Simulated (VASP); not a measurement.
Wanted: the native input for a VASP 6.6.1 run.

* Task: single point
* Functional: PBE
* Dispersion: D3(BJ)
* Potentials or basis: VASP PAW PBE potentials, release 64 (Ru_pv)
* Cutoff: 520 eV
* k mesh: 4 × 4 × 1
* Occupations: gaussian, width 0.1 eV
* Spin: no spin polarisation
* Dipole correction: yes
* Further INCAR settings: LREAL = Auto; ALGO = Normal; EDIFF = 1e-06; NBANDS = 126

The structure of Ru lies in POSCAR:

```
Ru
1.0
    5.3951895498      0.0000000000      0.0000000000
   -2.6975947749      4.6723712083      0.0000000000
    0.0000000000      0.0000000000     24.6717269960
Ru
16
Direct
    0.3333333333      0.1666666667      0.3242578033
    0.3333333333      0.6666666667      0.3242578033
    0.8333333333      0.1666666667      0.3242578033
    0.8333333333      0.6666666667      0.3242578033
    0.1666666667      0.3333333333      0.4107093516
    0.1666666667      0.8333333333      0.4107093516
    0.6666666667      0.3333333333      0.4107093516
    0.6666666667      0.8333333333      0.4107093516
    0.3334242626      0.1667227931      0.4967358021
    0.3312423665      0.6656263844      0.4976337554
    0.8344008105      0.1687579685      0.4976566363
    0.8344103542      0.6656499820      0.4976523407
    0.1651263495      0.3358321997      0.5813534274
    0.1651179674      0.8293061774      0.5813519062
    0.6708950421      0.3354648946      0.5813632239
    0.6670866863      0.8335402611      0.5856949174
```

These files were run (other wordings do the same):

INCAR

```
SYSTEM = Ru
ALGO = Normal
DIPOL = 0.5 0.5 0.454
EDIFF = 1E-6
ENCUT = 520
GGA = PE
IDIPOL = 3
ISIF = 2
ISMEAR = 0
IVDW = 12
LASPH = .True.
LCHARG = .False.
LDIPOL = .True.
LREAL = Auto
LWAVE = .False.
NBANDS = 126
NELM = 80
PREC = Accurate
SIGMA = 0.1
```

KPOINTS

```
k-points
0
Gamma
  4 4 1
  0 0 0
```

Potentials or basis: VASP PAW PBE potentials, release 64 (Ru_pv).

The run is started by

```sh
$ cat potpaw_PBE.64/Ru_pv/POTCAR > POTCAR
$ mpirun -np 1 vasp_std > vasp.out
```

It gave:

The largest force is 1.133 eV/Å, the band gap on the k mesh is zero (bands 112 and 113 overlap by 1.20 eV) and the dispersion energy per atom is -0.460 eV.

Run time: 32 min on 1 thread of Intel(R) Xeon(R) Platinum 8488C (Sapphire Rapids) (shared host), peak memory 0.9 GiB.
